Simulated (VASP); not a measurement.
# TaN (P-6m2) in VASP: a series of runs

Aim: see how the results for TaN move with the level of theory and the settings. Levels: PBE, LDA+U. Tasks: electric field gradients, single point.

Program: VASP 6.6.1. These are calculated values, not measurements. Logs are shortened: lines on timing, memory, paths and dates and some standing lists are left out, and cuts for length are marked.

**1. The cell of the first run**

It takes space group P-6m2 (No. 187, hexagonal). Conventional cell: a = 2.938 Å, b = 2.938 Å, c = 2.883 Å, α = 90.00°, β = 90.00°, γ = 120.00°. Within 2.9 Å of Ta (site symmetry -6m2) lie 6 N at 2.23 Å and 2 Ta at 2.88 Å. Within 2.9 Å of N (site symmetry -6m2) lie 6 Ta at 2.23 Å and 2 N at 2.88 Å.

**2. Electric field gradients, PBE**

The input, INCAR:

```
ALGO     = Normal         # electronic algorithm
EDIFF    = 1E-8           # SCF threshold, eV
ENCUT    = 520            # plane-wave cutoff, eV
GGA      = PE             # functional
ISIF     = 2              # what is computed and relaxed
ISMEAR   = -1             # smearing method
LASPH    = T              # aspherical terms in the spheres
LCHARG   = F              # write CHGCAR
LEFG     = T            
LREAL    = F              # projectors in reciprocal space
LWAVE    = F              # write WAVECAR
NBANDS   = 15             # bands
NELM     = 60             # most SCF steps
PREC     = Accurate       # precision mode
SIGMA    = 0.05           # smearing width, eV
```

The input, KPOINTS:

```
k-points
0
Gamma
  10 10 9
```

The input, POSCAR:

```
TaN
1.0
    2.9380011100      0.0000000000      0.0000000000
   -1.4690005500      2.5443836000      0.0000000000
    0.0000000000      0.0000000000      2.8830022100
Ta N
1 1
Direct
    0.3333333333      0.6666666667      0.5000000000
    0.0000000000      0.0000000000      0.0000000000
```

Potentials or basis: VASP PAW PBE potentials, release 64 (Ta_pv, N).

Started as:

```
$ cat potpaw_PBE.64/Ta_pv/POTCAR potpaw_PBE.64/N/POTCAR > POTCAR
$ mpirun -np 1 vasp_std > vasp.out
```

OUTCAR:

```text
EDIFF = 1E-8
   ENCUT = 520
   GGA = PE
   ISIF = 2
   ISMEAR = -1
   LASPH = T
   LREAL = F
   NELM = 60
   PREC = Accurate

 ion  position               nearest neighbor table
   1  0.333  0.667  0.500-   2 2.23   2 2.23   2 2.23   2 2.23   2 2.23   2 2.23
   2  0.000  0.000  0.000-   1 2.23   1 2.23   1 2.23   1 2.23   1 2.23   1 2.23

  LATTYP: Found a hexagonal cell.
 ALAT       =     2.9380011100
 C/A-ratio  =     0.9812801636

  Lattice vectors:

 A1 = (   2.9380011100,   0.0000000000,   0.0000000000)
 A2 = (  -1.4690005500,   2.5443836000,   0.0000000000)
 A3 = (   0.0000000000,   0.0000000000,   2.8830022100)

Analysis of symmetry for initial positions (statically):
=====================================================================
 Subroutine PRICEL returns:
 Original cell was already a primitive cell.

 Routine SETGRP: Setting up the symmetry group for a
 hexagonal supercell.

 Subroutine GETGRP returns: Found 12 space group operations
 (whereof 12 operations were pure point group operations)
 out of a pool of 24 trial point group operations.

The static configuration has the point symmetry D_3h.

Analysis of symmetry for dynamics (positions and initial velocities):
=====================================================================
 Subroutine PRICEL returns:
 Original cell was already a primitive cell.

 Routine SETGRP: Setting up the symmetry group for a
 hexagonal supercell.

 Subroutine GETGRP returns: Found 12 space group operations
 (whereof 12 operations were pure point group operations)
 out of a pool of 24 trial point group operations.

The dynamic configuration has the point symmetry D_3h.

 Subroutine INISYM returns: Found 12 space group operations
 (whereof 12 operations are pure point group operations),
 and found     1 'primitive' translations

----------------------------------------------------------------------------------------

                                     Primitive cell

  volume of cell :      21.5516

  direct lattice vectors                    reciprocal lattice vectors
     2.938001110  0.000000000  0.000000000     0.340367468  0.196511249  0.000000000
    -1.469000550  2.544383600  0.000000000     0.000000000  0.393022499  0.000000000
     0.000000000  0.000000000  2.883002210     0.000000000  0.000000000  0.346860643

  length of vectors
[... 127 lines left out ...]

  energy without entropy =      -22.44068000  energy(sigma->0) =      -22.44083602

 E-fermi :   8.3172     XC(G=0): -13.3458

 val. band max:        8.1919791077   @ k =   0.0000   0.0000   0.4444
 cond. band min:       8.4851536945   @ k =   0.0000   0.0000   0.3333
 fundamental gap:      0.2931745868
 Fermi energy:         8.3172495036

 k-point     1 :       0.0000    0.0000    0.0000
  band No.  band energies     occupation
      1     -26.5944      2.00000
      2     -26.3305      2.00000
      3     -26.3305      2.00000
      4      -9.5269      2.00000
      5       3.6901      2.00000
      6       3.6901      2.00000
      7       4.0461      2.00000
      8       5.3267      2.00000
      9      10.4654      0.00000
     10      11.8391      0.00000
     11      11.8391      0.00000
     12      12.2584      0.00000
     13      12.2584      0.00000
     14      21.3554      0.00000
[... 401 lines left out ...]
      2     -26.6097      2.00000
      3     -26.5503      2.00000
      4      -7.2389      2.00000
      5       0.2164      2.00000
      6       2.8678      2.00000
      7       4.0860      2.00000
      8       5.9865      2.00000
      9      10.8398      0.00000
     10      11.8594      0.00000
     11      12.7923      0.00000
     12      14.0588      0.00000
     13      17.2407      0.00000
     14      20.1082      0.00000
     15      21.6245      0.00000

 [... further k-points ...]
[... 5 lines left out ...]
  --------------------------------------------------------------------------------------
  -------------------------------------------------------------------------------------
  Total        0.6713204      0.6713204      0.8360790      0.0000000     -0.0000000     -0.0000000
  in kB       49.9069384     49.9069385     62.1553328      0.0000001     -0.0000000     -0.0000000
  external PRESSURE =      53.9897366 kB  Pullay stress =       0.0000000 kB

 VOLUME and BASIS-vectors are now :
 -----------------------------------------------------------------------------
  energy-cutoff  :      520.00
  volume of cell :       21.55
      direct lattice vectors                 reciprocal lattice vectors
     2.938001110  0.000000000  0.000000000     0.340367468  0.196511249  0.000000000
    -1.469000550  2.544383600  0.000000000     0.000000000  0.393022499  0.000000000
     0.000000000  0.000000000  2.883002210     0.000000000  0.000000000  0.346860643

 POSITION                                       TOTAL-FORCE (eV/Angst)
 -----------------------------------------------------------------------------------
      0.00000      1.69626      1.44150         0.000000      0.000000      0.000000
      0.00000      0.00000      0.00000        -0.000000      0.000000      0.000000
 -----------------------------------------------------------------------------------
    total drift:                               -0.000000      0.000000     -0.000000

  FREE ENERGIE OF THE ION-ELECTRON SYSTEM (eV)
  ---------------------------------------------------
  free  energy   TOTEN  =       -22.4409920347 eV

  energy  without entropy=      -22.4406799968  energy(sigma->0) =      -22.44083602

 Electric field gradients (V/A^2)
---------------------------------------------------------------------
 ion       V_xx      V_yy      V_zz      V_xy      V_xz      V_yz
---------------------------------------------------------------------
   1      -9.953    -9.952    19.905     0.000     0.000    -0.000
   2      -0.327    -0.326     0.653     0.001    -0.000    -0.000
---------------------------------------------------------------------

 Electric field gradients after diagonalization (V/A^2)
 (convention: |V_zz| > |V_xx| > |V_yy|)
----------------------------------------------------------------------
 ion       V_xx      V_yy      V_zz     asymmetry (V_yy - V_xx)/ V_zz
----------------------------------------------------------------------
   1      -9.953    -9.952    19.905       0.000
   2      -0.328    -0.325     0.653       0.004
----------------------------------------------------------------------

           NMR quadrupolar parameters

 Cq : quadrupolar parameter    Cq=e*Q*V_zz/h
 eta: asymmetry parameters     (V_yy - V_xx)/ V_zz
 Q  : nuclear electric quadrupole moment in mb (millibarn)
----------------------------------------------------------------------
 ion       Cq(MHz)       eta       Q (mb)
----------------------------------------------------------------------
   1       0.048       0.000       1.000
   2       0.002       0.004       1.000
----------------------------------------------------------------------
```

OSZICAR:

```text
N       E                     dE             d eps       ncg     rms          rms(c)
DAV:   1     0.909757494166E+02    0.90976E+02   -0.87879E+03  2100   0.113E+03
DAV:   2    -0.220291126963E+02   -0.11300E+03   -0.10640E+03  2548   0.305E+02
DAV:   3    -0.249666464348E+02   -0.29375E+01   -0.29201E+01  2422   0.455E+01
DAV:   4    -0.249792802045E+02   -0.12634E-01   -0.12630E-01  2765   0.320E+00
DAV:   5    -0.249793532176E+02   -0.73013E-04   -0.73013E-04  2387   0.230E-01    0.235E+01
DAV:   6    -0.225228649109E+02    0.24565E+01   -0.40455E+00  2675   0.237E+01    0.989E+00
DAV:   7    -0.224690073958E+02    0.53858E-01   -0.60123E-01  2366   0.617E+00    0.697E+00
DAV:   8    -0.224499893093E+02    0.19018E-01   -0.16105E-01  2541   0.340E+00    0.170E+00
DAV:   9    -0.224409912566E+02    0.89981E-02   -0.17725E-02  2317   0.112E+00    0.178E-01
DAV:  10    -0.224410625506E+02   -0.71294E-04   -0.12546E-03  2534   0.393E-01    0.977E-02
DAV:  11    -0.224409925289E+02    0.70022E-04   -0.90984E-05  2429   0.991E-02    0.144E-02
DAV:  12    -0.224409921858E+02    0.34311E-06   -0.11971E-05  2387   0.311E-02    0.391E-03
DAV:  13    -0.224409921451E+02    0.40689E-07   -0.10611E-07  2541   0.311E-03    0.301E-03
DAV:  14    -0.224409920338E+02    0.11130E-06   -0.29170E-08  2513   0.154E-03    0.292E-04
DAV:  15    -0.224409920347E+02   -0.87857E-09   -0.11096E-09  1085   0.314E-04
   1 F= -.22440992E+02 E0= -.22440836E+02  d E =-.312038E-03
```

stdout:

```text
POSCAR found type information on POSCAR TaN
 POSCAR found :  2 types and       2 ions
 scaLAPACK will be used
 LDA part: xc-table for (Slater+PW92), standard interpolation
 POSCAR, INCAR and KPOINTS ok, starting setup
 FFT: planning ... GRIDC
 FFT: planning ... GRID_SOFT
 FFT: planning ... GRID
 WAVECAR not read
 entering main loop
ion   1

ion   2
```

It took 62 s on 1 thread of AMD EPYC 7R13, shared host; peak memory 0.12 GiB.

Results:

```yaml
Free_energy: -22.4410 eV
Pressure: 5.4 GPa
Band_gap_on_the_k_mesh: zero (band 8 reaches 8.49 eV, above the bottom of band 9 at 8.19 eV)
```

Stress tensor (GPa, compression positive):
```
4.99 0.00 0.00
0.00 4.99 0.00
0.00 0.00 6.22
```

Electric field gradients, principal values (V/Å²):
| atom | least | middle | greatest (by size) |
| --- | --- | --- | --- |
| 1 Ta | -9.952 | -9.953 | 19.905 |
| 2 N | -0.325 | -0.328 | 0.653 |

Caveat: without QUAD_EFG the Cq values of the log hold for a quadrupole moment of 1 mb, not for the nuclei; spin-orbit coupling is left out, which moves the levels of the heavy elements.

**3. Single point, LDA+U, collinear spin, ferromagnetic start**

The input, INCAR:

```
SYSTEM = TaN
PREC     = Accurate       ! precision mode
ENCUT    = 520            ! plane-wave cutoff, eV
EDIFF    = 1E-7           ! SCF threshold, eV
ISMEAR   = 0              ! smearing method
SIGMA    = 0.05           ! smearing width, eV
LREAL    = .False.        ! projectors in reciprocal space
LASPH    = .True.         ! aspherical terms in the spheres
NELM     = 150            ! most SCF steps
ALGO     = Normal         ! electronic algorithm
ISIF     = 2              ! what is computed and relaxed
LWAVE    = .False.        ! write WAVECAR
LCHARG   = .False.        ! write CHGCAR
ISPIN    = 2              ! spin polarisation
MAGMOM   = 0.25 0         ! initial moments
LORBIT   = 11             ! projections on sites
LMAXMIX  = 4              ! l up to which the mixer works
LDAU     = .True.         ! DFT+U
LDAUTYPE = 2            
LDAUL    = 2 -1           ! shell
LDAUU    = 2 0            ! U, eV
LDAUJ    = 0 0          
LDAUPRINT= 1            
GGA      = CA             ! functional
NBANDS   = 19             ! bands
```

The input, KPOINTS:

```
Automatic mesh
0
Gamma
  7 7 7
  0 0 0
```

POSCAR is that of step 2.

Potentials or basis: VASP PAW LDA potentials, release 64 (Ta_pv, N).

Started as:

```
$ cat potpaw_LDA.64/Ta_pv/POTCAR potpaw_LDA.64/N/POTCAR > POTCAR
$ mpirun -np 1 vasp_std > vasp.out
```

Run time: 13 s. Hardware: 1 thread of Intel Xeon 6975P-C, shared host; peak memory 0.15 GiB.

It converged, with:

| Quantity | Value |
| --- | --- |
| Free energy | -22.8564 eV |
| Pressure | -3.5 GPa |
| Band gap on the k mesh | zero (filled and empty bands overlap) |
| Net moment | 0.00 μB per cell |
| Valence electrons inside the program's atomic spheres | Ta 8.97; N 3.70 |

Stress tensor (GPa, compression positive):
```
-3.13  0.00  0.00
 0.00 -3.13  0.00
 0.00  0.00 -4.39
```

Levels at points of the mesh, in eV from the Fermi level:
Spin up:
| k point | band 6 | band 7 | band 8 | band 9 | band 10 | band 11 |
| --- | --- | --- | --- | --- | --- | --- |
| (0.00, 0.00, 0.00) | -4.67 | -4.33 | -3.09 | 2.09 | 3.48 | 3.48 |
Spin down:
```tsv
k point	band 5	band 6	band 7	band 8	band 9	band 10	band 11	band 12
(0.00, 0.00, 0.00)	-4.67	-4.67	-4.33	-3.09	2.09	3.48	3.48	4.07
```

Eigenvalues of the final occupation matrices:
| site | spin | trace | eigenvalues |
| --- | --- | --- | --- |
| site 1 d | 1 | 1.22 | 0.19 0.19 0.27 0.27 0.31 |
| site 1 d | 2 | 1.22 | 0.19 0.19 0.27 0.27 0.31 |

Caveat: spin-orbit coupling is left out, which moves the levels of the heavy elements. The state reached can hang on the start; a lower one may exist.

**4. Single point, LDA+U, collinear spin, ferromagnetic start**

Edit INCAR of step 3 so:

```diff
@@ -3,3 +3,3 @@
 ENCUT    = 520            ! plane-wave cutoff, eV
-EDIFF    = 1E-7           ! SCF threshold, eV
+EDIFF    = 1E-6           ! SCF threshold, eV
 ISMEAR   = 0              ! smearing method
@@ -14,3 +14,3 @@
 ISPIN    = 2              ! spin polarisation
-MAGMOM   = 0.25 0         ! initial moments
+MAGMOM   = -0.08 0        ! initial moments
 LORBIT   = 11             ! projections on sites
@@ -20,3 +20,3 @@
 LDAUL    = 2 -1           ! shell
-LDAUU    = 2 0            ! U, eV
+LDAUU    = 4 0            ! U, eV
 LDAUJ    = 0 0
```

KPOINTS is that of step 3.

POSCAR is that of step 3.

Started as:

```
$ cat potpaw_LDA.64/Ta_pv/POTCAR potpaw_LDA.64/N/POTCAR > POTCAR
$ mpirun -np 1 vasp_std > vasp.out
```

Run time: 13 s. Hardware: 1 thread of Intel Xeon 6975P-C, shared host; peak memory 0.15 GiB.

It converged, with:

| Property | Result |
| --- | --- |
| Free energy | -21.0526 eV |
| Pressure | 3.0 GPa |
| Band gap on the k mesh | zero (filled and empty bands overlap) |
| Net moment | 0.00 μB per cell |
| Valence electrons inside the program's atomic spheres | Ta 8.92; N 3.72 |

Stress tensor (GPa, compression positive):
```
3.11 0.00 0.00
0.00 3.11 0.00
0.00 0.00 2.80
```

Levels at points of the mesh, in eV from the Fermi level:
Spin up:
```tsv
k point	band 6	band 7	band 8	band 9	band 10	band 11
(0.00, 0.00, 0.00)	-4.71	-4.39	-3.23	1.88	3.47	3.47
```
Spin down:
| k point | band 4 | band 5 | band 6 | band 7 | band 8 | band 9 | band 10 | band 11 | band 12 | band 13 |
| --- | --- | --- | --- | --- | --- | --- | --- | --- | --- | --- |
| (0.00, 0.00, 0.00) | -17.94 | -4.71 | -4.71 | -4.39 | -3.23 | 1.88 | 3.47 | 3.47 | 4.31 | 4.31 |

Eigenvalues of the final occupation matrices:
```
    site  spin  trace               eigenvalues
site 1 d     1   1.19  0.18 0.18 0.26 0.26 0.31
site 1 d     2   1.19  0.18 0.18 0.26 0.26 0.31
```

Caveat: spin-orbit coupling is left out, which moves the levels of the heavy elements. The state reached can hang on the start; a lower one may exist.

**5. Overview**

```tsv
task	level	potentials or basis	spin	U	k mesh	smearing	gap on the mesh (eV)	pressure (GPa)	moment (μB)
electric field gradients	PBE	VASP PAW PBE potentials, release 64 (Ta_pv, N)	off	-	10 × 10 × 9	fermi-dirac 0.05 eV	none	5.4	-
single point	LDA+U	VASP PAW LDA potentials, release 64 (Ta_pv, N)	collinear, ferromagnetic start	Ta d U = 2.0 eV	7 × 7 × 7	gaussian 0.05 eV	none	-3.5	0.00
single point	LDA+U	VASP PAW LDA potentials, release 64 (Ta_pv, N)	collinear, ferromagnetic start	Ta d U = 4.0 eV	7 × 7 × 7	gaussian 0.05 eV	none	3.0	0.00
```

Alike in all rows: cell as given; cutoff (eV) 520.

Caveats: spin-orbit coupling is left out, which moves the levels of the heavy elements.

Absolute energies hang on the potentials; compare differences alone.
